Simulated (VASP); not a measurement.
Write the native input for VASP 6.6.1 that does the following.

```
Task                   : single point
Functional             : PBE
Potentials or basis    : VASP PAW PBE potentials, release 64 (Be, P)
Cutoff                 : 520 eV
k mesh                 : 3 × 3 × 1
Occupations            : fermi-dirac, width 0.15 eV
Spin                   : no spin polarisation
Dipole correction      : no
Further INCAR settings : LREAL = Auto; ALGO = Normal; EDIFF = 1e-06; NBANDS = 32
```

The structure of Be16P lies in POSCAR:

```
Be16P
1.0
    4.5800000000      0.0000000000      0.0000000000
    2.2900000000      3.9663960000      0.0000000000
    0.0000000000      0.0000000000     17.3826450000
Be P
16 1
Direct
   -0.1666626328      0.3333252656      0.0575286442
    0.3333373672      0.3333252656      0.0575286442
   -0.1666628849      0.8333257698      0.0575286442
    0.3333371151      0.8333257698      0.0575286442
    0.0343218547     -0.0192113949      0.1675579292
    0.5427744639     -0.0155052597      0.1627312759
    0.0451655944      0.5102364968      0.1626795002
    0.5978430444      0.4777636928      0.1709866364
   -0.0807532388      0.2904147745      0.2752745626
    0.4347012718      0.2717328275      0.2698150943
   -0.0937279158      0.7834820326      0.2697460599
    0.4411240431      0.7977519138      0.2619509286
    0.0921729420     -0.0466166263      0.3776928080
    0.5899663233     -0.0201946553      0.3843316135
    0.0872203626      0.4720658250      0.3718594034
    0.5532344009      0.5230945170      0.3858791340
   -0.0383548815      0.2655307236      0.4724252264
```

One way to write it, as run:

INCAR

```
ALGO = Normal ; EDIFF = 1E-6
ENCUT = 520 ; GGA = PE
ISIF = 2 ; ISMEAR = -1
LASPH = True ; LCHARG = False
LREAL = Auto ; LWAVE = False
NBANDS = 32 ; NELM = 80
PREC = Accurate ; SIGMA = 0.15
```

KPOINTS

```
k-points
0
Gamma
  3 3 1
```

Potentials or basis: VASP PAW PBE potentials, release 64 (Be, P).

The run is started by

```bash
$ cat potpaw_PBE.64/Be/POTCAR potpaw_PBE.64/P/POTCAR > POTCAR
$ mpirun -np 1 vasp_std > vasp.out
```

Results of the run:

```json
{
  "Largest force": "1.839 eV/Å",
  "Band gap on the k mesh": "zero (an odd number of electrons rules out a gap without spin polarisation)"
}
```

Caveat: the k points lie up to 0.53 Å⁻¹ apart, too coarse for converged energies and pressures of a metal.

Wall time 2.2 min on 1 thread of Intel(R) Xeon(R) Platinum 8488C (Sapphire Rapids), on a shared host, peak memory 0.41 GiB.
